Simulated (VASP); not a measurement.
# Pt in VASP: a series of runs

The runs below take Pt through single point, with rev-vdW-DF2, HF, TPSS.

All numbers are computed with VASP 6.6.1; they aren't measurements. Logs are shortened: lines on timing, memory, paths and dates and some standing lists are left out, and cuts for length are marked.

## Step 1: The cell of the first run

It takes space group I4/mmm (No. 139, tetragonal). Conventional cell: a = 2.773 Å, b = 2.773 Å, c = 3.981 Å, α = 90.00°, β = 90.00°, γ = 90.00°. Pt (site symmetry 4/mmm) has 12 Pt at 2.77 to 2.79 Å within 3.7 Å.

## Step 2: Single point, rev-vdW-DF2 (cell strained by +1.5% along z)

The input, INCAR:

```
SYSTEM = Pt
GGA      = MK             ! functional
LUSE_VDW = .TRUE.       
AGGAC    = 0.0          
PARAM1   = 0.1234       
PARAM2   = 0.711357     
ZAB_VDW  = -1.8867      
ISMEAR   = 1              ! smearing method
SIGMA    = 0.05           ! smearing width, eV
LWAVE    = .FALSE.        ! write WAVECAR
LCHARG   = .FALSE.        ! write CHGCAR
ISIF     = 2              ! what is computed and relaxed
PREC     = Accurate       ! precision mode
LASPH    = .TRUE.         ! aspherical terms in the spheres
LREAL    = .FALSE.        ! projectors in reciprocal space
ALGO     = Normal         ! electronic algorithm
EDIFF    = 1E-6           ! SCF threshold, eV
NELM     = 120            ! most SCF steps
GGA_COMPAT= .FALSE.      
ENCUT    = 600            ! plane-wave cutoff, eV
NBANDS   = 23             ! bands
ADDGRID  = .FALSE.
```

The input, KPOINTS:

```
Automatic mesh
0
Gamma
  27 27 27
  0 0 0
```

The input, POSCAR:

```
Pt
1.0
    0.0000000000      1.9609000000      1.9903135000
    1.9609000000      0.0000000000      1.9903135000
    1.9609000000      1.9609000000      0.0000000000
Pt
1
Direct
    0.0000000000      0.0000000000      0.0000000000
```

Potentials or basis: VASP PAW PBE potentials, release 64 (Pt).

The run is started by

```sh
$ cat potpaw_PBE.64/Pt/POTCAR > POTCAR
$ mpirun -np 1 vasp_std > vasp.out
```

OUTCAR:

```text
SYSTEM = Pt
   GGA = MK
   ISMEAR = 1
   ISIF = 2
   PREC = Accurate
   LASPH = .TRUE.
   LREAL = .FALSE.
   EDIFF = 1E-6
   NELM = 120
   ENCUT = 600

 ion  position               nearest neighbor table
   1  0.000  0.000  0.000-

  LATTYP: Found a body centered tetragonal cell.
 ALAT       =     2.7731313745
 C/A-ratio  =     1.4354267658

  Lattice vectors:

 A1 = (  -1.9609000000,   0.0000000000,   1.9903135000)
 A2 = (   1.9609000000,   0.0000000000,   1.9903135000)
 A3 = (   0.0000000000,   1.9609000000,  -1.9903135000)

Analysis of symmetry for initial positions (statically):
=====================================================================
 Subroutine PRICEL returns:
 Original cell was already a primitive cell.

 Routine SETGRP: Setting up the symmetry group for a
 body centered tetragonal supercell.

 Subroutine GETGRP returns: Found 16 space group operations
 (whereof 16 operations were pure point group operations)
 out of a pool of 16 trial point group operations.

The static configuration has the point symmetry D_4h.

Analysis of symmetry for dynamics (positions and initial velocities):
=====================================================================
 Subroutine PRICEL returns:
 Original cell was already a primitive cell.

 Routine SETGRP: Setting up the symmetry group for a
 body centered tetragonal supercell.

 Subroutine GETGRP returns: Found 16 space group operations
 (whereof 16 operations were pure point group operations)
 out of a pool of 16 trial point group operations.

The dynamic configuration has the point symmetry D_4h.

 Subroutine INISYM returns: Found 16 space group operations
 (whereof 16 operations are pure point group operations),
 and found     1 'primitive' translations

----------------------------------------------------------------------------------------

                                     Primitive cell

  volume of cell :      15.3060

  direct lattice vectors                    reciprocal lattice vectors
     0.000000000  1.960900000  1.990313500    -0.254984956  0.254984956  0.251216705
     1.960900000  0.000000000  1.990313500     0.254984956 -0.254984956  0.251216705
     1.960900000  1.960900000  0.000000000     0.254984956  0.254984956 -0.251216705

  length of vectors
     2.794007272  2.794007272  2.773131374     0.439482068  0.439482068  0.439482068

  position of ions in fractional coordinates (direct lattice)
     0.000000000  0.000000000  0.000000000

  ion indices of the primitive-cell ions
   primitive index   ion index
                 1           1

----------------------------------------------------------------------------------------

 KPOINTS: Automatic mesh

Automatic generation of k-mesh.
 Grid dimensions read from file:
 generate k-points for:   27   27   27

 Generating k-lattice:

  Cartesian coordinates                     Fractional coordinates (reciprocal lattice)
    -0.009443887  0.009443887  0.009304322     0.037037037  0.000000000  0.000000000
     0.009443887 -0.009443887  0.009304322     0.000000000  0.037037037  0.000000000
     0.009443887  0.009443887 -0.009304322     0.000000000  0.000000000  0.037037037

  Length of vectors
     0.016277114  0.016277114  0.016277114

  Shift w.r.t. Gamma in fractional coordinates (k-lattice)
     0.000000000  0.000000000  0.000000000

 Subroutine IBZKPT returns following result:
 ===========================================

 Found   1470 irreducible k-points:

 Following reciprocal coordinates:
            Coordinates               Weight
  0.000000  0.000000  0.000000      1.000000
  0.037037 -0.000000  0.000000      8.000000
  0.074074 -0.000000  0.000000      8.000000
  0.111111  0.000000  0.000000      8.000000
  0.148148  0.000000  0.000000      8.000000
  0.185185  0.000000  0.000000      8.000000
[... 16 lines left out ...]
  0.333333  0.037037  0.000000      8.000000
  0.370370  0.037037  0.000000      8.000000
 [... further k-points ...]
   k-points           NKPTS =   1470   k-points in BZ     NKDIM =   1470   number of bands    NBANDS=     23
   number of dos      NEDOS =    301   number of ions     NIONS =      1
   total plane-waves  NPLWV =  13824
   dimension x,y,z NGX =    24 NGY =   24 NGZ =   24
   dimension x,y,z NGXF=    48 NGYF=   48 NGZF=   48
   ions per type =               1
   NGX,Y,Z   is equivalent  to a cutoff of  14.28, 14.28, 14.39 a.u.
   NGXF,Y,Z  is equivalent  to a cutoff of  28.56, 28.56, 28.78 a.u.
 SYSTEM =  Pt
   PREC   = accura    normal or accurate (medium, high low for compatibility)
   ISTART =      0    job   : 0-new  1-cont  2-samecut
   ICHARG =      2    charge: 1-file 2-atom 10-const
   ISPIN  =      1    spin polarized calculation?
   LNONCOLLINEAR =      F non collinear calculations
   LSORBIT =      F    spin-orbit coupling
   LASPH  =      T    aspherical Exc in radial PAW
   ENCUT  =  600.0 eV  44.10 Ry    6.64 a.u.   5.58  5.58  5.54*2*pi/ulx,y,z
   NELM   =    120;   NELMIN=  2; NELMDL= -5     # of ELM steps
   EDIFF  = 0.1E-05   stopping-criterion for ELM
   LREAL  =      F    real-space projection
   EDIFFG = 0.1E-04   stopping-criterion for IOM
   NSW    =      0    number of steps for IOM
   IBRION =     -1    ionic relax: 0-MD 1-quasi-New 2-CG
   NFREE  =      0    steps in history (QN), initial steepest desc. (CG)
   ISIF   =      2    stress and relaxation
   ISYM   =      2    0-nonsym 1-usesym 2-fastsym
   POTIM  = 0.5000    time-step for ionic-motion
   TEBEG  =    0.0;   TEEND  =   0.0 temperature during run

   SCALEE = 1.0000    scale energy and forces
   PSTRESS=    0.0 pullay stress
   NELECT =      10.0000    total number of electrons
   NUPDOWN=      -1.0000    fix difference up-down
   EMIN   =  10.00;   EMAX   =-10.00  energy-range for DOS
   EFERMI =   0.00;   METHOD = LEGACY
   ISMEAR =     1;   SIGMA  =   0.05  broadening in eV -4-tet -1-fermi 0-gaus
   EFERMI_NEDOS =   21; number of points for ismear=-14 and -15
   IALGO  =     38    algorithm
   IMIX   =      4    mixing-type and parameters
     AMIX     =   0.40;   BMIX     =  1.00
     AMIX_MAG =   1.60;   BMIX_MAG =  1.00
  volume/ion in A,a.u.               =      15.31       103.29
  Fermi-wavevector in a.u.,A,eV,Ry     =   1.420542  2.684435 27.455730  2.017939
  Thomas-Fermi vector in A             =   2.541446
   LORBIT       =      0    0 simple, 1 ext, 2 COOP (PROOUT), +10 PAW based schemes
   GGA     = MK    functional components
   LHFCALC =     F    Hartree Fock is set to
   AEXX    =    0.0000 exact exchange contribution
   IVDW_NL    =     1    kernel type
   BPARAM     = 6.3000
   IVDW    =     0    specifies the selected vdW correction
   LEPSILON=     F    determine dielectric tensor
   LRPA    =     F    only Hartree local field effects (RPA)

   CSHIFT  =0.1000    complex shift for real part using Kramers Kronig

   OMEGAMAX=  -1.0    maximum frequency
 non-spin polarized calculation
 Methfessel and Paxton  Order N= 1 SIGMA  =   0.05
  energy-cutoff  :      600.00
  volume of cell :       15.31
 maximum number of plane-waves:       532
   NGX = 11   NGY = 11   NGZ = 11

 number of electron      10.0000000 magnetization

 Free energy of the ion-electron system (eV)
  ---------------------------------------------------
  ext. energy  EPLUGINS =         0.00000000
  ---------------------------------------------------
  free energy    TOTEN  =        -4.04707545 eV

  energy without entropy =       -4.04698194  energy(sigma->0) =       -4.04704428

 E-fermi :  10.8565     XC(G=0): -13.4232

 val. band max:       10.8555593706   @ k =  -0.2222   0.4074   0.3704
 cond. band min:      10.8570191873   @ k =  -0.2222   0.1481   0.0000
 fundamental gap:      0.0014598167
 Fermi energy:        10.8565369388

 k-point     1 :       0.0000    0.0000    0.0000
  band No.  band energies     occupation
      1       0.8315      2.00000
      2       7.0618      2.00000
      3       7.2331      2.00000
      4       7.2331      2.00000
      5       9.1779      2.00000
      6       9.3818      2.00000
[... 9 lines left out ...]
     16      43.1675      0.00000
     17      43.1675      0.00000

 k-point     2 :       0.0370   -0.0000    0.0000
  band No.  band energies     occupation
      1       0.8863      2.00000
      2       7.0667      2.00000
      3       7.2258      2.00000
      4       7.2551      2.00000
      5       9.1666      2.00000
      6       9.3680      2.00000
[... 9 lines left out ...]
     16      43.3518      0.00000
     17      43.6612      0.00000

 k-point     3 :       0.0741   -0.0000    0.0000
  band No.  band energies     occupation
      1       1.0486      2.00000
      2       7.0468      2.00000
      3       7.2394      2.00000
      4       7.3179      2.00000
      5       9.1373      2.00000
      6       9.3311      2.00000
[... 9 lines left out ...]
     16      43.5470      0.00000
     17      43.9015      0.00000

 k-point     4 :       0.1111    0.0000    0.0000
  band No.  band energies     occupation
      1       1.3117      2.00000
      2       6.9695      2.00000
      3       7.3082      2.00000
      4       7.4106      2.00000
      5       9.1049      2.00000
      6       9.2846      2.00000
[... 9 lines left out ...]
     16      43.6603      0.00000
     17      43.9932      0.00000
[... 343 lines left out ...]
      1       3.2412      2.00000
      2       6.9759      2.00000
      3       7.3936      2.00000
      4       7.6135      2.00000
      5       9.5380      2.00000
      6       9.8848      2.00000
[... 9 lines left out ...]
     16      44.0600      0.00000
     17      45.1907      0.00000

 k-point    23 :       0.3333    0.0370    0.0000
  band No.  band energies     occupation
      1       3.5109      2.00000
      2       7.2700      2.00000
      3       7.4187      2.00000
      4       7.5336      2.00000
      5       9.8787      2.00000
      6      10.1425      2.00000
[... 9 lines left out ...]
     16      44.0552      0.00000
     17      45.3589      0.00000

 k-point    24 :       0.3704    0.0370    0.0000
  band No.  band energies     occupation
      1       3.6632      2.00000
      2       7.1827      2.00000
      3       7.4440      2.00000
      4       8.0146      2.00000
      5      10.2449      2.00000
      6      10.4007      2.00000
[... 9 lines left out ...]
     16      44.0446      0.00000
     17      45.4915      0.00000

 [... further k-points ...]

 [bands above 17 left out]

------------------------ aborting loop because EDIFF is reached ----------------------------------------

  FORCE on cell =-STRESS in cart. coord.  units (eV):
  Direction    XX          YY          ZZ          XY          YZ          ZX
  --------------------------------------------------------------------------------------
  -------------------------------------------------------------------------------------
  Total        0.2143324      0.2143324      0.0682173      0.0000000      0.0000000      0.0000000
  in kB       22.4355092     22.4355092      7.1407288      0.0000000      0.0000000      0.0000000
  external PRESSURE =      17.3372491 kB  Pullay stress =       0.0000000 kB

 VOLUME and BASIS-vectors are now :
 -----------------------------------------------------------------------------
  energy-cutoff  :      600.00
  volume of cell :       15.31
      direct lattice vectors                 reciprocal lattice vectors
     0.000000000  1.960900000  1.990313500    -0.254984956  0.254984956  0.251216705
     1.960900000  0.000000000  1.990313500     0.254984956 -0.254984956  0.251216705
     1.960900000  1.960900000  0.000000000     0.254984956  0.254984956 -0.251216705

 POSITION                                       TOTAL-FORCE (eV/Angst)
 -----------------------------------------------------------------------------------
      0.00000      0.00000      0.00000         0.000000     -0.000000     -0.000000
 -----------------------------------------------------------------------------------
    total drift:                               -0.000000      0.000000     -0.000000

  FREE ENERGIE OF THE ION-ELECTRON SYSTEM (eV)
  ---------------------------------------------------
  free  energy   TOTEN  =        -4.0470754458 eV

  energy  without entropy=       -4.0469819449  energy(sigma->0) =       -4.04704428

Total vdW correction in eV:      1.1941714
```

Run time: 2.5 min. Hardware: 1 thread of Intel Xeon 6975P-C (Granite Rapids), shared host; peak memory 0.68 GiB.

What came out:

- Free energy: -4.0471 eV
- Pressure: 1.7 GPa
- Band gap on the k mesh: zero (bands 5 and 6 overlap by 2.12 eV)

Caveat: the cell differs from its parent crystal (cell strained by +1.5% along z); the PAW data sets were made with another functional, which shifts forces and pressure a little; spin-orbit coupling is left out, which moves the levels of the heavy elements.

## Step 3: Single point, HF (12.06 Å³/atom)

This run uses another cell than the first one, of 12.06 Å³/atom.

The input, POSCAR:

```
Pt
1.0
    0.0000000000      1.8203383100      1.8203383100
    1.8203383100      0.0000000000      1.8203383100
    1.8203383100      1.8203383100      0.0000000000
Pt
1
Direct
    0.0000000000      0.0000000000      0.0000000000
```

The input, INCAR.step1:

```
SYSTEM = Pt
  PREC = Accurate
  ENCUT = 400
  EDIFF = 1E-5
  ISMEAR = -1
  SIGMA = 0.025
  LREAL = .False.
  LASPH = .True.
  NELM = 120
  ALGO = Normal
  ISIF = 2
  LWAVE = .True.
  LCHARG = .False.
  GGA = PE
  NBANDS = 11
  GGA_COMPAT = .False.
```

The input, INCAR.step2:

```
SYSTEM = Pt
  PREC = Accurate
  ENCUT = 400
  EDIFF = 1E-6
  ISMEAR = -1
  SIGMA = 0.025
  LREAL = .False.
  LASPH = .True.
  NELM = 120
  ALGO = Normal
  ISIF = 2
  LWAVE = .False.
  LCHARG = .False.
  GGA = PE
  LHFCALC = .True.
  AEXX = 1.0
  ALDAC = 0.0
  AGGAC = 0.0
  PRECFOCK = Normal
  ISTART = 1
  NBANDS = 11
  GGA_COMPAT = .False.
```

The input, KPOINTS:

```
regular mesh
0
Gamma
  9 9 9
  0 0 0
```

Potentials or basis: VASP PAW PBE potentials, release 64 (Pt).

The run is started by

```sh
$ cat potpaw_PBE.64/Pt/POTCAR > POTCAR
$ cp INCAR.step1 INCAR
$ mpirun -np 1 vasp_std > vasp.out
$ cp INCAR.step2 INCAR
$ mpirun -np 1 vasp_std > vasp.out
```

Wall time 42 min (1 thread of Intel Xeon Platinum 8488C (Sapphire Rapids), shared host); peak memory 0.14 GiB.

Results (log left out):

```
Free energy            : -8.3532 eV
Pressure               : 129.7 GPa
Band gap on the k mesh : zero (bands 5 and 6 overlap by 9.57 eV)
```

Levels at points of the mesh, in eV from the Fermi level:
| k point | band 1 | band 2 | band 3 | band 4 | band 5 | band 6 | band 7 | band 8 | band 9 | band 10 |
| --- | --- | --- | --- | --- | --- | --- | --- | --- | --- | --- |
| (0.00, 0.00, 0.00) | -17.56 | -9.21 | -9.21 | -9.21 | -6.23 | -6.23 | 21.87 | 29.12 | 29.12 | 29.12 |

Caveat: the cell stands under pressure; the PAW data sets were made with another functional, which shifts forces and pressure a little; spin-orbit coupling is left out, which moves the levels of the heavy elements.

## Step 4: Single point, TPSS

This run uses another cell than the first one, of 15.08 Å³/atom.

The input, POSCAR:

```
Pt
1.0
    0.0000000000      1.9609000000      1.9609000000
    1.9609000000      0.0000000000      1.9609000000
    1.9609000000      1.9609000000      0.0000000000
Pt
1
Direct
    0.0000000000      0.0000000000      0.0000000000
```

The input, INCAR.step1:

```
SYSTEM = Pt
ISMEAR   = 1              ! smearing method
SIGMA    = 0.1            ! smearing width, eV
LWAVE    = .TRUE.         ! write WAVECAR
LCHARG   = .TRUE.         ! write CHGCAR
ISIF     = 2              ! what is computed and relaxed
NELM     = 100            ! most SCF steps
ALGO     = Normal         ! electronic algorithm
PREC     = Accurate       ! precision mode
LASPH    = .TRUE.         ! aspherical terms in the spheres
LREAL    = .FALSE.        ! projectors in reciprocal space
EDIFF    = 1E-5           ! SCF threshold, eV
GGA_COMPAT= .FALSE.      
ENCUT    = 440            ! plane-wave cutoff, eV
GGA      = PE             ! functional
```

The input, INCAR.step2:

```
SYSTEM = Pt
METAGGA  = TPSS           ! meta-GGA
ISMEAR   = 1              ! smearing method
SIGMA    = 0.1            ! smearing width, eV
LWAVE    = .FALSE.        ! write WAVECAR
LCHARG   = .FALSE.        ! write CHGCAR
ISIF     = 2              ! what is computed and relaxed
NELM     = 100            ! most SCF steps
ALGO     = All            ! electronic algorithm
PREC     = Accurate       ! precision mode
LASPH    = .TRUE.         ! aspherical terms in the spheres
LREAL    = .FALSE.        ! projectors in reciprocal space
EDIFF    = 1E-6           ! SCF threshold, eV
GGA_COMPAT= .FALSE.      
ENCUT    = 440            ! plane-wave cutoff, eV
LMIXTAU  = .TRUE.       
ISTART   = 1            
ISEARCH  = 1
```

The input, KPOINTS:

```
k-points
0
Gamma
  12 12 12
```

The run is started by

```sh
$ cat potpaw_PBE.64/Pt/POTCAR > POTCAR
$ cp INCAR.step1 INCAR
$ mpirun -np 1 vasp_std > vasp.out
$ cp INCAR.step2 INCAR
$ mpirun -np 1 vasp_std > vasp.out
```

Wall time 16 s (1 thread of Intel Xeon 6975P-C (Granite Rapids), shared host); peak memory 0.13 GiB.

The run converged. Its results:

| Quantity | Value |
| --- | --- |
| Free energy | -6.6545 eV |
| Pressure | 5.4 GPa |
| Band gap on the k mesh | zero (bands 5 and 6 overlap by 2.28 eV) |

Levels at points of the mesh, in eV from the Fermi level:
```
           k point  band 1  band 2  band 3  band 4  band 5  band 6  band 7  band 8  band 9
(0.00, 0.00, 0.00)  -10.21   -3.81   -3.81   -3.81   -1.68   -1.68   14.60   19.61   19.61
(0.50, 0.00, 0.00)   -7.34   -3.90   -3.90   -0.51    0.02    0.02    5.94   14.10   19.15
(0.50, 0.50, 0.00)   -7.18   -6.66   -0.04    0.49    0.49    1.82    9.01   11.48   11.48
```

Caveat: the cell stands under pressure; the PAW data sets were made with another functional, which shifts forces and pressure a little; spin-orbit coupling is left out, which moves the levels of the heavy elements.

## Step 5: Summary

```tsv
level	cell	k mesh	cutoff (eV)	smearing	tolerance level	purpose	dipole correction	grid for exact exchange (PRECFOCK)	share of exact exchange	gap on the mesh (eV)	pressure (GPa)
rev-vdW-DF2	a = 2.794, b = 2.794, c = 2.773 Å, angles 60.2, 60.2, 59.5°, 1 atom	27 × 27 × 27	600	methfessel-paxton 0.05 eV	standard	all	-	-	-	none	1.7
HF	a = 2.574 Å, angles 60.0°, 1 atom	9 × 9 × 9	400	fermi-dirac 0.025 eV	-	-	no	Normal	1	none	129.7
TPSS	a = 2.773 Å, angles 60.0°, 1 atom	12 × 12 × 12	440	methfessel-paxton 0.1 eV	standard	a run that is hard to end	-	-	-	none	5.4
```

Alike in all rows: task single point; potentials or basis VASP PAW PBE potentials, release 64 (Pt); no spin polarisation.

Caveats: the PAW data sets were made with another functional, which shifts forces and pressure a little; spin-orbit coupling is left out, which moves the levels of the heavy elements; the cell stands under pressure (at least some runs).

Total energies depend on the potentials used, so only differences within one code and one set of settings carry meaning.
